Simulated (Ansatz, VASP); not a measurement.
## One calculation of Sr2O, two programs

The input INCAR:

```
SYSTEM = Sr2O
  ALGO = Normal
  EDIFF = 1E-6
  ENCUT = 520
  GGA = PE
  ISIF = 2
  ISMEAR = 0
  LASPH = .TRUE.
  LCHARG = .FALSE.
  LREAL = .FALSE.
  LWAVE = .FALSE.
  NBANDS = 35
  NELM = 100
  PREC = Accurate
  SIGMA = 0.1
```

File KPOINTS:

```
k-points
0
G
  4 4 4
  0 0 0
```

Contents of POSCAR:

```
Sr2O
1.0
    5.8223845000      0.0000000000      0.0000000000
    0.0000000000      5.8223845000      0.0000000000
    0.0000000000      0.0000000000      4.1053755900
Sr O
4 2
Direct
    0.6913366900      0.6913366900      0.0000000000
    0.8086633100      0.1913366900      0.5000000000
    0.3086633100      0.3086633100      0.0000000000
    0.1913366900      0.8086633100      0.5000000000
    0.5000000000      0.5000000000      0.5000000000
    0.0000000000      0.0000000000      0.0000000000
```

Input for Ansatz:

```yaml
crystal:
  lattice:
    - [5.8223845, 0.0, 0.0]
    - [0.0, 5.8223845, 0.0]
    - [0.0, 0.0, 4.10537559]
  atoms:
    - { symbol: Sr, position: [0.69133669, 0.69133669, 0.0] }
    - { symbol: Sr, position: [0.80866331, 0.19133669, 0.5] }
    - { symbol: Sr, position: [0.30866331, 0.30866331, 0.0] }
    - { symbol: Sr, position: [0.19133669, 0.80866331, 0.5] }
    - { symbol: O, position: [0.5, 0.5, 0.5] }
    - { symbol: O, position: [0.0, 0.0, 0.0] }
basis:
  ecutwfc: 420
kpoints:
  mp_grid: { grid: [4, 4, 4] }
hamiltonian:
  xc: pbe
scf:
  occupations: { method: gaussian, width: 0.1 }
  lower_state_search: "off"
output:
  forces: true
  stress: true
  eigenvalues: true
```

Change from the starting cell: species swapped into the IrO2 type (P4_2/mnm, No. 136).

Alike in both runs: task single point; functional PBE; k mesh 4 × 4 × 4; occupations gaussian, width 0.1 eV; no spin polarisation.

|  | VASP | Ansatz |
| --- | --- | --- |
| version | VASP 6.6.1 | Ansatz 0.2.0 |
| potentials or method | VASP PAW PBE potentials, release 64 (Sr_sv, O), cutoff 520 eV | scalar-relativistic, plane waves, PAW |
| valence electrons in the cell | 52 | 52 |

Ansatz gave:

- gap on the k mesh at the Fermi level (eV): none
- pressure (GPa): 6.2
- traceless stress, the component that is largest in VASP (GPa): -6.65
- rms of the force components (eV/Å): 0.401

Question: Which values does VASP return?

Answer: gap on the k mesh at the Fermi level (eV): none; pressure (GPa): 6.5; traceless stress, the component that is largest in VASP (GPa): -6.60; rms of the force components (eV/Å): 0.406.

Atom by atom the forces differ by 0.005 eV/Å (rms over components). A gap of «none» marks a metal or a gap that the smearing closes.

The k mesh is coarse, so the values compare programs but aren't converged.
